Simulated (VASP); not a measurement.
# BiMo (Fm-3m) in VASP: further runs

Runs on BiMo. Level: r2SCAN. Tasks: single point.

Program: VASP 6.6.1. These are calculated values, not measurements. Logs are shortened: lines on timing, memory, paths and dates and some standing lists are left out, and cuts for length are marked.

**1. The cell of the first run**

Symmetry: Fm-3m, No. 225, cubic system. The conventional cell has a = 5.578 Å, b = 5.578 Å, c = 5.578 Å, α = 90.00°, β = 90.00°, γ = 90.00°. Mo (site symmetry m-3m) has 6 Bi at 2.79 Å within 3.7 Å. Within 3.7 Å of Bi (site symmetry m-3m) lie 6 Mo at 2.79 Å.

**2. Single point, r2SCAN (21.70 Å³/atom)**

File POSCAR:

```
BiMo
1.0
    0.0000000000      2.7892157568      2.7892157568
    2.7892157568      0.0000000000      2.7892157568
    2.7892157568      2.7892157568      0.0000000000
Mo Bi
1 1
Direct
    0.5000000000      0.5000000000      0.5000000000
    0.0000000000      0.0000000000      0.0000000000
```

File INCAR.step1:

```
SYSTEM = BiMo
ALGO     = Normal         ! electronic algorithm
EDIFF    = 1E-4           ! SCF threshold, eV
ENCUT    = 520            ! plane-wave cutoff, eV
GGA      = PE             ! functional
ISMEAR   = 0              ! smearing method
LASPH    = .True.         ! aspherical terms in the spheres
LCHARG   = .False.        ! write CHGCAR
LREAL    = .False.        ! projectors in reciprocal space
LWAVE    = .True.         ! write WAVECAR
NBANDS   = 22             ! bands
NELM     = 80             ! most SCF steps
PREC     = Accurate       ! precision mode
SIGMA    = 0.05           ! smearing width, eV
```

File INCAR.step2:

```
SYSTEM = BiMo
ALGO     = Normal         ! electronic algorithm
EDIFF    = 1E-6           ! SCF threshold, eV
ENCUT    = 520            ! plane-wave cutoff, eV
ISIF     = 2              ! what is computed and relaxed
ISMEAR   = 0              ! smearing method
ISTART   = 1            
LASPH    = .True.         ! aspherical terms in the spheres
LCHARG   = .False.        ! write CHGCAR
LMIXTAU  = .True.       
LREAL    = .False.        ! projectors in reciprocal space
LWAVE    = .False.        ! write WAVECAR
METAGGA  = R2SCAN         ! meta-GGA
NBANDS   = 22             ! bands
NELM     = 80             ! most SCF steps
PREC     = Accurate       ! precision mode
SIGMA    = 0.05           ! smearing width, eV
```

File KPOINTS:

```
k-points
0
Gamma
  10 10 10
  0 0 0
```

Potentials or basis: VASP PAW PBE potentials, release 64 (Mo_sv, Bi_d).

The run is started by

```sh
cat potpaw_PBE.64/Mo_sv/POTCAR potpaw_PBE.64/Bi_d/POTCAR > POTCAR
cp INCAR.step1 INCAR
mpirun -np 1 vasp_std > vasp.out
cp INCAR.step2 INCAR
mpirun -np 1 vasp_std > vasp.out
```

OUTCAR:

```text
SYSTEM = BiMo
   EDIFF = 1E-6
   ENCUT = 520
   ISIF = 2
   ISMEAR = 0
   ISTART = 1
   LASPH = .True.
   LREAL = .False.
   METAGGA = R2SCAN
   NELM = 80
   PREC = Accurate

 ion  position               nearest neighbor table
   1  0.500  0.500  0.500-   2 2.79   2 2.79   2 2.79   2 2.79   2 2.79   2 2.79
   2  0.000  0.000  0.000-   1 2.79   1 2.79   1 2.79   1 2.79   1 2.79   1 2.79

  LATTYP: Found a face centered cubic cell.
 ALAT       =     5.5784315136

  Lattice vectors:

 A1 = (   0.0000000000,   2.7892157568,   2.7892157568)
 A2 = (   2.7892157568,   0.0000000000,   2.7892157568)
 A3 = (   2.7892157568,   2.7892157568,   0.0000000000)

Analysis of symmetry for initial positions (statically):
=====================================================================
 Subroutine PRICEL returns:
 Original cell was already a primitive cell.

 Routine SETGRP: Setting up the symmetry group for a
 face centered cubic supercell.

 Subroutine GETGRP returns: Found 48 space group operations
 (whereof 48 operations were pure point group operations)
 out of a pool of 48 trial point group operations.

The static configuration has the point symmetry O_h .

Analysis of symmetry for dynamics (positions and initial velocities):
=====================================================================
 Subroutine PRICEL returns:
 Original cell was already a primitive cell.

 Routine SETGRP: Setting up the symmetry group for a
 face centered cubic supercell.

 Subroutine GETGRP returns: Found 48 space group operations
 (whereof 48 operations were pure point group operations)
 out of a pool of 48 trial point group operations.

The dynamic configuration has the point symmetry O_h .

 Subroutine INISYM returns: Found 48 space group operations
 (whereof 48 operations are pure point group operations),
 and found     1 'primitive' translations

----------------------------------------------------------------------------------------

                                     Primitive cell

  volume of cell :      43.3987

  direct lattice vectors                    reciprocal lattice vectors
     0.000000000  2.789215757  2.789215757    -0.179261858  0.179261858  0.179261858
     2.789215757  0.000000000  2.789215757     0.179261858 -0.179261858  0.179261858
     2.789215757  2.789215757  0.000000000     0.179261858  0.179261858 -0.179261858

  length of vectors
     3.944546752  3.944546752  3.944546752     0.310490647  0.310490647  0.310490647

[... 79 lines left out ...]
   NELM   =     80;   NELMIN=  2; NELMDL=  0     # of ELM steps
   EDIFF  = 0.1E-05   stopping-criterion for ELM
   LREAL  =      F    real-space projection
   EDIFFG = 0.1E-04   stopping-criterion for IOM
   NSW    =      0    number of steps for IOM
   IBRION =     -1    ionic relax: 0-MD 1-quasi-New 2-CG
   NFREE  =      0    steps in history (QN), initial steepest desc. (CG)
   ISIF   =      2    stress and relaxation
   ISYM   =      2    0-nonsym 1-usesym 2-fastsym
   POTIM  = 0.5000    time-step for ionic-motion
   TEBEG  =    0.0;   TEEND  =   0.0 temperature during run
   PSTRESS=    0.0 pullay stress
   NELECT =      29.0000    total number of electrons
   NUPDOWN=      -1.0000    fix difference up-down
   EMIN   =  10.00;   EMAX   =-10.00  energy-range for DOS
   EFERMI =   0.00;   METHOD = LEGACY
   ISMEAR =     0;   SIGMA  =   0.05  broadening in eV -4-tet -1-fermi 0-gaus
   EFERMI_NEDOS =   21; number of points for ismear=-14 and -15
   IALGO  =     38    algorithm
   IMIX   =      4    mixing-type and parameters
     AMIX     =   0.40;   BMIX     =  1.00
     AMIX_MAG =   1.60;   BMIX_MAG =  1.00
  volume/ion in A,a.u.               =      21.70       146.43
  Fermi-wavevector in a.u.,A,eV,Ry     =   1.431250  2.704670 27.871201  2.048476
  Thomas-Fermi vector in A             =   2.551007
   LORBIT       =      0    0 simple, 1 ext, 2 COOP (PROOUT), +10 PAW based schemes
   METAGGA = R2SCAN    functional components
   LHFCALC =     F    Hartree Fock is set to
   AEXX    =    0.0000 exact exchange contribution
   IVDW    =     0    specifies the selected vdW correction
   LEPSILON=     F    determine dielectric tensor
   LRPA    =     F    only Hartree local field effects (RPA)
 non-spin polarized calculation
 Gauss-broadening in eV      SIGMA  =   0.05
  energy-cutoff  :      520.00
  volume of cell :       43.40
 maximum number of plane-waves:      1211
 NGX is ok and might be reduce to    30
   NGX = 15   NGY = 15   NGZ = 15

 number of electron      29.0000010 magnetization

 Free energy of the ion-electron system (eV)
  ---------------------------------------------------
  ext. energy  EPLUGINS =         0.00000000
  ---------------------------------------------------
  free energy    TOTEN  =       -81.96114193 eV

  energy without entropy =      -81.95560737  energy(sigma->0) =      -81.95837465

 E-fermi :  10.4251     XC(G=0): -12.6518

 val. band max:       10.4059873274   @ k =   0.4000   0.2000   0.0000
 cond. band min:      10.4331135785   @ k =   0.4000   0.3000   0.0000
 fundamental gap:      0.0271262511
 Fermi energy:        10.4251387595

 k-point     1 :       0.0000    0.0000    0.0000
  band No.  band energies     occupation
      1     -52.3371      2.00000
      2     -25.7786      2.00000
      3     -25.7786      2.00000
      4     -25.7786      2.00000
      5     -13.2977      2.00000
      6     -13.2977      2.00000
[... 589 lines left out ...]
     21      22.0515      0.00000
     22      22.2665      0.00000

 [... further k-points ...]

------------------------ aborting loop because EDIFF is reached ----------------------------------------

  FORCE on cell =-STRESS in cart. coord.  units (eV):
  Direction    XX          YY          ZZ          XY          YZ          ZX
  --------------------------------------------------------------------------------------
  -------------------------------------------------------------------------------------
  Total        1.4977785      1.4977785      1.4977785      0.0000000      0.0000000      0.0000000
  in kB       55.2944874     55.2944874     55.2944874      0.0000000      0.0000000      0.0000000
  external PRESSURE =      55.2944874 kB  Pullay stress =       0.0000000 kB

 VOLUME and BASIS-vectors are now :
 -----------------------------------------------------------------------------
  energy-cutoff  :      520.00
  volume of cell :       43.40
      direct lattice vectors                 reciprocal lattice vectors
     0.000000000  2.789215757  2.789215757    -0.179261858  0.179261858  0.179261858
     2.789215757  0.000000000  2.789215757     0.179261858 -0.179261858  0.179261858
     2.789215757  2.789215757  0.000000000     0.179261858  0.179261858 -0.179261858

 POSITION                                       TOTAL-FORCE (eV/Angst)
 -----------------------------------------------------------------------------------
      2.78922      2.78922      2.78922         0.000000     -0.000000     -0.000000
      0.00000      0.00000      0.00000        -0.000000      0.000000      0.000000
 -----------------------------------------------------------------------------------
    total drift:                                0.000000      0.000000      0.000000

  FREE ENERGIE OF THE ION-ELECTRON SYSTEM (eV)
  ---------------------------------------------------
  free  energy   TOTEN  =       -81.9611419264 eV

  energy  without entropy=      -81.9556073686  energy(sigma->0) =      -81.95837465
```

OUTCAR.step1:

```text
SYSTEM = BiMo
   EDIFF = 1E-4
   ENCUT = 520
   GGA = PE
   ISMEAR = 0
   LASPH = .True.
   LREAL = .False.
[... 821 lines left out ...]
      2.78922      2.78922      2.78922         0.000000      0.000000      0.000000
      0.00000      0.00000      0.00000         0.000000      0.000000     -0.000000
 -----------------------------------------------------------------------------------
    total drift:                                0.000000      0.000000      0.000000

  FREE ENERGIE OF THE ION-ELECTRON SYSTEM (eV)
  ---------------------------------------------------
  free  energy   TOTEN  =       -12.2725253805 eV

  energy  without entropy=      -12.2668606948  energy(sigma->0) =      -12.26969304
```

Wall time 77 s (1 thread of Intel Xeon 6975P-C (Granite Rapids), shared host); peak memory 0.19 GiB.

What came out:

```
Free energy            : -81.9611 eV
Pressure               : 5.5 GPa
Band gap on the k mesh : zero (an odd number of electrons rules out a gap without spin polarisation)
```

Caveat: the cell stands under pressure; the PAW data sets were made with another functional, which shifts forces and pressure a little; spin-orbit coupling is left out, which moves the levels of the heavy elements.

**3. Single point, r2SCAN (22.15 Å³/atom)**

This run uses another cell than the first one, of 22.15 Å³/atom.

File POSCAR:

```
BiMo
1.0
    0.0000000000      2.8084523354      2.8084523354
    2.8084523354      0.0000000000      2.8084523354
    2.8084523354      2.8084523354      0.0000000000
Mo Bi
1 1
Direct
    0.5000000000      0.5000000000      0.5000000000
    0.0000000000      0.0000000000      0.0000000000
```

File INCAR.step1:

```
PREC     = Accurate       # precision mode
ENCUT    = 520            # plane-wave cutoff, eV
ISMEAR   = 0              # smearing method
SIGMA    = 0.05           # smearing width, eV
LREAL    = False          # projectors in reciprocal space
LASPH    = True           # aspherical terms in the spheres
NELM     = 80             # most SCF steps
NBANDS   = 22             # bands
GGA      = PE             # functional
ALGO     = Normal         # electronic algorithm
EDIFF    = 1E-4           # SCF threshold, eV
LWAVE    = True           # write WAVECAR
LCHARG   = False          # write CHGCAR
```

File INCAR.step2:

```
PREC     = Accurate       # precision mode
ENCUT    = 520            # plane-wave cutoff, eV
EDIFF    = 1E-7           # SCF threshold, eV
ISMEAR   = 0              # smearing method
SIGMA    = 0.05           # smearing width, eV
LREAL    = False          # projectors in reciprocal space
LASPH    = True           # aspherical terms in the spheres
NELM     = 80             # most SCF steps
ALGO     = Normal         # electronic algorithm
ISIF     = 2              # what is computed and relaxed
LWAVE    = False          # write WAVECAR
LCHARG   = True           # write CHGCAR
METAGGA  = R2SCAN         # meta-GGA
LMIXTAU  = True         
LELF     = True           # ELF
LVHAR    = True         
NBANDS   = 22             # bands
ISTART   = 1
```

File KPOINTS:

```
Automatic mesh
0
Gamma
  10 10 10
```

Potentials or basis: VASP PAW PBE potentials, release 64 (Mo_sv, Bi_d).

The run is started by

```sh
cat potpaw_PBE.64/Mo_sv/POTCAR potpaw_PBE.64/Bi_d/POTCAR > POTCAR
cp INCAR.step1 INCAR
mpirun -np 1 vasp_std > vasp.out
cp INCAR.step2 INCAR
mpirun -np 1 vasp_std > vasp.out
```

Run time: 88 s. Hardware: 1 thread of Intel Xeon 6975P-C (Granite Rapids), shared host; peak memory 0.17 GiB.

Results (log left out):

```
Free energy            : -81.9849 eV
Pressure               : 2.8 GPa
Band gap on the k mesh : zero (an odd number of electrons rules out a gap without spin polarisation)
```

Levels at points of the mesh, in eV from the Fermi level:
| k point | band 13 | band 14 | band 15 | band 16 | band 17 | band 18 |
| --- | --- | --- | --- | --- | --- | --- |
| (0.00, 0.00, 0.00) | -1.19 | -0.64 | -0.64 | 1.48 | 1.48 | 1.48 |
| (0.50, 0.00, 0.00) | -3.61 | -0.09 | -0.09 | 0.60 | 4.21 | 6.56 |
| (0.50, 0.50, 0.00) | -1.31 | -1.31 | -0.06 | 0.46 | 0.46 | 1.67 |

Caveat: the PAW data sets were made with another functional, which shifts forces and pressure a little; spin-orbit coupling is left out, which moves the levels of the heavy elements.

(Part 1 of 2 ends here.)
